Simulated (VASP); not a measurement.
Na, 2 atoms in the cell. The structure is hexagonal, space group P6_3/mmc (No. 194). The conventional cell has a = 3.057 Å, b = 3.057 Å, c = 5.003 Å, α = 90.00°, β = 90.00°, γ = 120.00°. Na (site symmetry -6m2) has 12 Na at 3.06 Å within 4.0 Å. This isn't the form of Na at room conditions, which is bcc.

```yaml
Program: VASP 6.6.1
Task: single point
Functional: r2SCAN
Potentials_or_basis: VASP PAW PBE potentials, release 64 (Na_pv)
Cutoff: 520 eV
k_mesh: 14 × 14 × 8
Occupations: fermi-dirac, width 0.08 eV
Spin: no spin polarisation
Dipole_correction: no
Further_INCAR_settings: ALGO = Normal; EDIFF = 1e-06; NBANDS = 14
```

Potentials or basis: VASP PAW PBE potentials, release 64 (Na_pv).

Command:

```bash
$ cat potpaw_PBE.64/Na_pv/POTCAR > POTCAR
$ cp INCAR.step1 INCAR
$ mpirun -np 1 vasp_std > vasp.out
$ cp INCAR.step2 INCAR
$ mpirun -np 1 vasp_std > vasp.out
```

Hardware: 1 thread of Oxide Virtual Turin-like Processor (shared host).

Estimate the wall time of this run.

Wall time 4.5 min on 1 thread of Oxide Virtual Turin-like Processor (shared host), peak memory 0.16 GiB. Counts: k points 120.
